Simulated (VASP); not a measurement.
Write the native input for VASP 6.6.1 that does the following.

- Task: single point
- Functional: PBEsol
- Potentials or basis: VASP PAW PBE potentials, release 64 (Li_sv)
- Cutoff: 520 eV
- k mesh: 18 × 18 × 18
- Occupations: gaussian, width 0.1 eV
- Spin: no spin polarisation
- Dipole correction: no
- Further INCAR settings: ALGO = Normal; EDIFF = 1e-06; NBANDS = 8

The structure of Li lies in POSCAR:

```
Li
1.0
   -1.7169989505      1.7169989505      1.7158198213
    1.7169989505     -1.7169989505      1.7158198213
    1.7169989505      1.7169989505     -1.7158198213
Li
1
Direct
    0.0000000000      0.0000000000      0.0000000000
```

One way to write it, as run:

INCAR

```
PREC = Accurate
ENCUT = 520
EDIFF = 1E-6
ISMEAR = 0
SIGMA = 0.1
LREAL = F
LASPH = T
NELM = 80
ALGO = Normal
ISIF = 2
LWAVE = F
LCHARG = T
GGA = PS
LELF = T
LVHAR = T
NBANDS = 8
```

KPOINTS

```
Automatic mesh
0
Gamma
  18 18 18
```

Potentials or basis: VASP PAW PBE potentials, release 64 (Li_sv).

The run is started by

```bash
$ cat potpaw_PBE.64/Li_sv/POTCAR > POTCAR
$ mpirun -np 1 vasp_std > vasp.out
```

Results of the run:

- Band gap on the k mesh: zero (an odd number of electrons rules out a gap without spin polarisation)

Wall time 63 s on 1 thread of Intel Xeon 8259CL (shared host), peak memory 0.18 GiB.
